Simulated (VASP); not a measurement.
# YS (Fm-3m) in VASP: further runs, part 2 of 2

VASP 6.6.1. Earlier steps stand in the parts before.

## (3) Electric field gradients, LDA (volume scaled by 0.94)

Contents of INCAR:

```
SYSTEM = YS
PREC     = Accurate       ! precision mode
ENCUT    = 520            ! plane-wave cutoff, eV
EDIFF    = 1E-8           ! SCF threshold, eV
ISMEAR   = -1             ! smearing method
SIGMA    = 0.01           ! smearing width, eV
LREAL    = .False.        ! projectors in reciprocal space
LASPH    = .True.         ! aspherical terms in the spheres
NELM     = 60             ! most SCF steps
ALGO     = Normal         ! electronic algorithm
ISIF     = 2              ! what is computed and relaxed
LWAVE    = .False.        ! write WAVECAR
LCHARG   = .False.        ! write CHGCAR
LEFG     = .True.       
NBANDS   = 16             ! bands
```

Contents of KPOINTS:

```
regular mesh
0
Gamma
  8 8 8
  0 0 0
```

Contents of POSCAR:

```
YS
1.0
    0.0000000000      2.6876414272      2.6876414272
    2.6876414272      0.0000000000      2.6876414272
    2.6876414272      2.6876414272      0.0000000000
Y S
1 1
Direct
    0.5000000000      0.5000000000      0.5000000000
    0.0000000000      0.0000000000      0.0000000000
```

Potentials or basis: VASP PAW LDA potentials, release 64 (Y_sv, S).

Launch:

```sh
> cat potpaw_LDA.64/Y_sv/POTCAR potpaw_LDA.64/S/POTCAR > POTCAR
> mpirun -np 1 vasp_std > vasp.out
```

OUTCAR:

```text
SYSTEM = YS
   PREC = Accurate
   ENCUT = 520
   EDIFF = 1E-8
   ISMEAR = -1
   LREAL = .False.
   LASPH = .True.
   NELM = 60
   ISIF = 2

 ion  position               nearest neighbor table
   1  0.500  0.500  0.500-   2 2.69   2 2.69   2 2.69   2 2.69   2 2.69   2 2.69
   2  0.000  0.000  0.000-   1 2.69   1 2.69   1 2.69   1 2.69   1 2.69   1 2.69

  LATTYP: Found a face centered cubic cell.
 ALAT       =     5.3752828544

  Lattice vectors:

 A1 = (   0.0000000000,   2.6876414272,   2.6876414272)
 A2 = (   2.6876414272,   0.0000000000,   2.6876414272)
 A3 = (   2.6876414272,   2.6876414272,   0.0000000000)

Analysis of symmetry for initial positions (statically):
=====================================================================
 Subroutine PRICEL returns:
 Original cell was already a primitive cell.

 Routine SETGRP: Setting up the symmetry group for a
 face centered cubic supercell.

 Subroutine GETGRP returns: Found 48 space group operations
 (whereof 48 operations were pure point group operations)
 out of a pool of 48 trial point group operations.

The static configuration has the point symmetry O_h .

Analysis of symmetry for dynamics (positions and initial velocities):
=====================================================================
 Subroutine PRICEL returns:
 Original cell was already a primitive cell.

 Routine SETGRP: Setting up the symmetry group for a
 face centered cubic supercell.

 Subroutine GETGRP returns: Found 48 space group operations
 (whereof 48 operations were pure point group operations)
 out of a pool of 48 trial point group operations.

The dynamic configuration has the point symmetry O_h .

 Subroutine INISYM returns: Found 48 space group operations
 (whereof 48 operations are pure point group operations),
 and found     1 'primitive' translations

----------------------------------------------------------------------------------------

                                     Primitive cell

  volume of cell :      38.8279

  direct lattice vectors                    reciprocal lattice vectors
     0.000000000  2.687641427  2.687641427    -0.186036722  0.186036722  0.186036722
     2.687641427  0.000000000  2.687641427     0.186036722 -0.186036722  0.186036722
     2.687641427  2.687641427  0.000000000     0.186036722  0.186036722 -0.186036722

  length of vectors
     3.800898957  3.800898957  3.800898957     0.322225054  0.322225054  0.322225054

  position of ions in fractional coordinates (direct lattice)
     0.500000000  0.500000000  0.500000000
     0.000000000  0.000000000  0.000000000

  ion indices of the primitive-cell ions
   primitive index   ion index
                 1           1
                 2           2

----------------------------------------------------------------------------------------

 KPOINTS: regular mesh

Automatic generation of k-mesh.
 Grid dimensions read from file:
 generate k-points for:    8    8    8

 Generating k-lattice:
[... 63 lines left out ...]
   LREAL  =      F    real-space projection
   EDIFFG = 0.1E-06   stopping-criterion for IOM
   NSW    =      0    number of steps for IOM
   IBRION =     -1    ionic relax: 0-MD 1-quasi-New 2-CG
   NFREE  =      0    steps in history (QN), initial steepest desc. (CG)
   ISIF   =      2    stress and relaxation
   ISYM   =      2    0-nonsym 1-usesym 2-fastsym
   POTIM  = 0.5000    time-step for ionic-motion
   TEBEG  =    0.0;   TEEND  =   0.0 temperature during run
   PSTRESS=    0.0 pullay stress
   NELECT =      17.0000    total number of electrons
   NUPDOWN=      -1.0000    fix difference up-down
   EMIN   =  10.00;   EMAX   =-10.00  energy-range for DOS
   EFERMI =   0.00;   METHOD = LEGACY
   ISMEAR =    -1;   SIGMA  =   0.01  broadening in eV -4-tet -1-fermi 0-gaus
   EFERMI_NEDOS =   21; number of points for ismear=-14 and -15
   IALGO  =     38    algorithm
   IMIX   =      4    mixing-type and parameters
     AMIX     =   0.40;   BMIX     =  1.00
     AMIX_MAG =   1.60;   BMIX_MAG =  1.00
  volume/ion in A,a.u.               =      19.41       131.01
  Fermi-wavevector in a.u.,A,eV,Ry     =   1.243111  2.349139 21.025413  1.545324
  Thomas-Fermi vector in A             =   2.377436
   LORBIT       =      0    0 simple, 1 ext, 2 COOP (PROOUT), +10 PAW based schemes
   GGA     = CA    functional components
   LHFCALC =     F    Hartree Fock is set to
   AEXX    =    0.0000 exact exchange contribution
   IVDW    =     0    specifies the selected vdW correction
   LEPSILON=     F    determine dielectric tensor
   LRPA    =     F    only Hartree local field effects (RPA)
 non-spin polarized calculation
  energy-cutoff  :      520.00
  volume of cell :       38.83
 maximum number of plane-waves:      1058
   NGX = 15   NGY = 15   NGZ = 15

 number of electron      17.0000000 magnetization

 Free energy of the ion-electron system (eV)
  ---------------------------------------------------
  ext. energy  EPLUGINS =         0.00000000
  ---------------------------------------------------
  free energy    TOTEN  =       -16.02539807 eV

  energy without entropy =      -16.02475674  energy(sigma->0) =      -16.02507741

 E-fermi :   7.1245     XC(G=0): -11.0660

 val. band max:        7.0884923660   @ k =   0.1250   0.0000   0.0000
 cond. band min:       7.1310806199   @ k =   0.3750   0.1250   0.0000
 fundamental gap:      0.0425882539
 Fermi energy:         7.1245418153

 k-point     1 :       0.0000    0.0000    0.0000
  band No.  band energies     occupation
      1     -35.7457      2.00000
      2     -15.8088      2.00000
      3     -15.8088      2.00000
      4     -15.8088      2.00000
      5      -8.0512      2.00000
      6       3.8335      2.00000
[... 433 lines left out ...]
      3     -15.9771      2.00000
      4     -15.8960      2.00000
      5      -6.7584      2.00000
      6       0.5443      2.00000
[... 8 lines left out ...]
     15      15.2252      0.00000
     16      15.2398      0.00000

 [... further k-points ...]
[... 5 lines left out ...]
  --------------------------------------------------------------------------------------
  -------------------------------------------------------------------------------------
  Total        0.7017957      0.7017957      0.7017957      0.0000000      0.0000000     -0.0000000
  in kB       28.9585823     28.9585823     28.9585823      0.0000000      0.0000000     -0.0000000
  external PRESSURE =      28.9585823 kB  Pullay stress =       0.0000000 kB

 VOLUME and BASIS-vectors are now :
 -----------------------------------------------------------------------------
  energy-cutoff  :      520.00
  volume of cell :       38.83
      direct lattice vectors                 reciprocal lattice vectors
     0.000000000  2.687641427  2.687641427    -0.186036722  0.186036722  0.186036722
     2.687641427  0.000000000  2.687641427     0.186036722 -0.186036722  0.186036722
     2.687641427  2.687641427  0.000000000     0.186036722  0.186036722 -0.186036722

 POSITION                                       TOTAL-FORCE (eV/Angst)
 -----------------------------------------------------------------------------------
      2.68764      2.68764      2.68764        -0.000000      0.000000      0.000000
      0.00000      0.00000      0.00000         0.000000     -0.000000     -0.000000
 -----------------------------------------------------------------------------------
    total drift:                                0.000000      0.000000      0.000000

  FREE ENERGIE OF THE ION-ELECTRON SYSTEM (eV)
  ---------------------------------------------------
  free  energy   TOTEN  =       -16.0253980711 eV

  energy  without entropy=      -16.0247567439  energy(sigma->0) =      -16.02507741

 Electric field gradients (V/A^2)
---------------------------------------------------------------------
 ion       V_xx      V_yy      V_zz      V_xy      V_xz      V_yz
---------------------------------------------------------------------
   1       0.000    -0.000     0.000     0.000     0.000     0.000
   2      -0.000     0.000    -0.000    -0.000    -0.000    -0.000
---------------------------------------------------------------------

 Electric field gradients after diagonalization (V/A^2)
 (convention: |V_zz| > |V_xx| > |V_yy|)
----------------------------------------------------------------------
 ion       V_xx      V_yy      V_zz     asymmetry (V_yy - V_xx)/ V_zz
----------------------------------------------------------------------
   1      -0.000    -0.000     0.000       0.000
   2       0.000     0.000    -0.000       0.000
----------------------------------------------------------------------

           NMR quadrupolar parameters

 Cq : quadrupolar parameter    Cq=e*Q*V_zz/h
 eta: asymmetry parameters     (V_yy - V_xx)/ V_zz
 Q  : nuclear electric quadrupole moment in mb (millibarn)
----------------------------------------------------------------------
 ion       Cq(MHz)       eta       Q (mb)
----------------------------------------------------------------------
   1       0.000       0.000       1.000
   2      -0.000       0.000       1.000
----------------------------------------------------------------------
```

It took 39 s on 1 thread of Intel Xeon 8259CL, shared host; peak memory 0.16 GiB.

Results:

```yaml
Free_energy: -16.0254 eV
Pressure: 2.9 GPa
```

Caveat: without QUAD_EFG the Cq values of the log hold for a quadrupole moment of 1 mb, not for the nuclei.

## (4) Electric field gradients, LDA (volume scaled by 0.94)

Contents of INCAR:

```
SYSTEM = YS
  PREC = Accurate
  ENCUT = 520
  EDIFF = 1E-8
  ISMEAR = -1
  SIGMA = 0.01
  LREAL = .FALSE.
  LASPH = .TRUE.
  NELM = 60
  ALGO = Normal
  ISIF = 2
  LWAVE = .FALSE.
  LCHARG = .FALSE.
  GGA = CA
  LEFG = .TRUE.
  NBANDS = 16
```

Contents of KPOINTS:

```
regular mesh
0
G
  8 8 8
  0 0 0
```

POSCAR is that of step 3.

Potentials or basis: VASP PAW LDA potentials, release 64 (Y_sv, S).

Launch:

```sh
> cat potpaw_LDA.64/Y_sv/POTCAR potpaw_LDA.64/S/POTCAR > POTCAR
> mpirun -np 1 vasp_std > vasp.out
```

OUTCAR:

```text
SYSTEM = YS
   PREC = Accurate
   ENCUT = 520
   EDIFF = 1E-8
   ISMEAR = -1
   LREAL = .FALSE.
   LASPH = .TRUE.
   NELM = 60
   ISIF = 2
   GGA = CA

 ion  position               nearest neighbor table
   1  0.500  0.500  0.500-   2 2.69   2 2.69   2 2.69   2 2.69   2 2.69   2 2.69
   2  0.000  0.000  0.000-   1 2.69   1 2.69   1 2.69   1 2.69   1 2.69   1 2.69

  LATTYP: Found a face centered cubic cell.
 ALAT       =     5.3752828544

  Lattice vectors:

 A1 = (   0.0000000000,   2.6876414272,   2.6876414272)
 A2 = (   2.6876414272,   0.0000000000,   2.6876414272)
 A3 = (   2.6876414272,   2.6876414272,   0.0000000000)

Analysis of symmetry for initial positions (statically):
=====================================================================
 Subroutine PRICEL returns:
 Original cell was already a primitive cell.

 Routine SETGRP: Setting up the symmetry group for a
 face centered cubic supercell.

 Subroutine GETGRP returns: Found 48 space group operations
 (whereof 48 operations were pure point group operations)
 out of a pool of 48 trial point group operations.

The static configuration has the point symmetry O_h .

Analysis of symmetry for dynamics (positions and initial velocities):
=====================================================================
 Subroutine PRICEL returns:
 Original cell was already a primitive cell.

 Routine SETGRP: Setting up the symmetry group for a
 face centered cubic supercell.

 Subroutine GETGRP returns: Found 48 space group operations
 (whereof 48 operations were pure point group operations)
 out of a pool of 48 trial point group operations.

The dynamic configuration has the point symmetry O_h .

[... 150 lines left out ...]
 Fermi energy:         7.1245418153

 k-point     1 :       0.0000    0.0000    0.0000
  band No.  band energies     occupation
      1     -35.7457      2.00000
      2     -15.8088      2.00000
      3     -15.8088      2.00000
      4     -15.8088      2.00000
      5      -8.0512      2.00000
      6       3.8335      2.00000
[... 433 lines left out ...]
      3     -15.9771      2.00000
      4     -15.8960      2.00000
      5      -6.7584      2.00000
      6       0.5443      2.00000
[... 8 lines left out ...]
     15      15.2252      0.00000
     16      15.2398      0.00000

 [... further k-points ...]
[... 5 lines left out ...]
  --------------------------------------------------------------------------------------
  -------------------------------------------------------------------------------------
  Total        0.7017957      0.7017957      0.7017957      0.0000000      0.0000000     -0.0000000
  in kB       28.9585823     28.9585823     28.9585823      0.0000000      0.0000000     -0.0000000
  external PRESSURE =      28.9585823 kB  Pullay stress =       0.0000000 kB

 VOLUME and BASIS-vectors are now :
 -----------------------------------------------------------------------------
  energy-cutoff  :      520.00
  volume of cell :       38.83
      direct lattice vectors                 reciprocal lattice vectors
     0.000000000  2.687641427  2.687641427    -0.186036722  0.186036722  0.186036722
     2.687641427  0.000000000  2.687641427     0.186036722 -0.186036722  0.186036722
     2.687641427  2.687641427  0.000000000     0.186036722  0.186036722 -0.186036722

 POSITION                                       TOTAL-FORCE (eV/Angst)
 -----------------------------------------------------------------------------------
      2.68764      2.68764      2.68764        -0.000000      0.000000      0.000000
      0.00000      0.00000      0.00000         0.000000     -0.000000     -0.000000
 -----------------------------------------------------------------------------------
    total drift:                                0.000000      0.000000      0.000000

  FREE ENERGIE OF THE ION-ELECTRON SYSTEM (eV)
  ---------------------------------------------------
  free  energy   TOTEN  =       -16.0253980711 eV

  energy  without entropy=      -16.0247567439  energy(sigma->0) =      -16.02507741

 Electric field gradients (V/A^2)
---------------------------------------------------------------------
 ion       V_xx      V_yy      V_zz      V_xy      V_xz      V_yz
---------------------------------------------------------------------
   1       0.000    -0.000     0.000     0.000     0.000     0.000
   2      -0.000     0.000    -0.000    -0.000    -0.000    -0.000
---------------------------------------------------------------------

 Electric field gradients after diagonalization (V/A^2)
 (convention: |V_zz| > |V_xx| > |V_yy|)
----------------------------------------------------------------------
 ion       V_xx      V_yy      V_zz     asymmetry (V_yy - V_xx)/ V_zz
----------------------------------------------------------------------
   1      -0.000    -0.000     0.000       0.000
   2       0.000     0.000    -0.000       0.000
----------------------------------------------------------------------

           NMR quadrupolar parameters

 Cq : quadrupolar parameter    Cq=e*Q*V_zz/h
 eta: asymmetry parameters     (V_yy - V_xx)/ V_zz
 Q  : nuclear electric quadrupole moment in mb (millibarn)
----------------------------------------------------------------------
 ion       Cq(MHz)       eta       Q (mb)
----------------------------------------------------------------------
   1       0.000       0.000       1.000
   2      -0.000       0.000       1.000
----------------------------------------------------------------------
```

OSZICAR:

```text
N       E                     dE             d eps       ncg     rms          rms(c)
DAV:   1     0.596863947034E+02    0.59686E+02   -0.76453E+03   928   0.957E+02
DAV:   2    -0.129360389487E+02   -0.72622E+02   -0.68834E+02  1248   0.222E+02
DAV:   3    -0.166947583413E+02   -0.37587E+01   -0.37315E+01  1360   0.374E+01
DAV:   4    -0.168008797777E+02   -0.10612E+00   -0.10606E+00  1216   0.563E+00
DAV:   5    -0.168028556411E+02   -0.19759E-02   -0.19758E-02  1280   0.651E-01    0.307E+01
DAV:   6    -0.160906427044E+02    0.71221E+00   -0.96102E-01  1144   0.640E+00    0.221E+01
DAV:   7    -0.160417742621E+02    0.48868E-01   -0.43851E-01  1352   0.414E+00    0.592E+00
DAV:   8    -0.160261196019E+02    0.15655E-01   -0.92599E-02  1088   0.198E+00    0.474E-01
DAV:   9    -0.160254458850E+02    0.67372E-03   -0.62775E-03  1072   0.544E-01    0.231E-01
DAV:  10    -0.160254196729E+02    0.26212E-04   -0.23938E-04  1184   0.119E-01    0.159E-01
DAV:  11    -0.160254051560E+02    0.14517E-04   -0.20452E-04  1176   0.985E-02    0.137E-01
DAV:  12    -0.160253979339E+02    0.72222E-05   -0.30378E-05  1112   0.424E-02    0.353E-02
DAV:  13    -0.160253983080E+02   -0.37413E-06   -0.25756E-06  1224   0.114E-02    0.106E-02
DAV:  14    -0.160253980783E+02    0.22967E-06   -0.82821E-07  1128   0.695E-03    0.730E-03
DAV:  15    -0.160253980711E+02    0.72384E-08   -0.60733E-08  1072   0.182E-03
   1 F= -.16025398E+02 E0= -.16025077E+02  d E =-.641327E-03
```

stdout:

```text
POSCAR found type information on POSCAR Y S
 POSCAR found :  2 types and       2 ions
 scaLAPACK will be used
 LDA part: xc-table for (Slater(with rela. corr.)+CA(PZ))
 , standard interpolation
 POSCAR, INCAR and KPOINTS ok, starting setup
 FFT: planning ... GRIDC
 FFT: planning ... GRID_SOFT
 FFT: planning ... GRID
 WAVECAR not read
 entering main loop
ion   1

ion   2
```

Run time: 40 s. Hardware: 1 thread of Intel Xeon 8259CL, shared host; peak memory 0.16 GiB.

What came out:

```yaml
Free_energy: -16.0254 eV
Pressure: 2.9 GPa
```

Levels at points of the mesh, in eV from the Fermi level:
| k point | band 7 | band 8 | band 9 | band 10 | band 11 | band 12 |
| --- | --- | --- | --- | --- | --- | --- |
| (0.00, 0.00, 0.00) | -3.29 | -3.29 | -0.24 | -0.24 | -0.24 | 0.67 |
| (0.50, 0.00, 0.00) | -5.36 | -5.36 | 2.23 | 2.97 | 3.01 | 3.01 |
| (0.50, 0.50, 0.00) | -4.00 | -4.00 | -2.53 | 2.02 | 3.58 | 4.14 |

Caveat: without QUAD_EFG the Cq values of the log hold for a quadrupole moment of 1 mb, not for the nuclei.
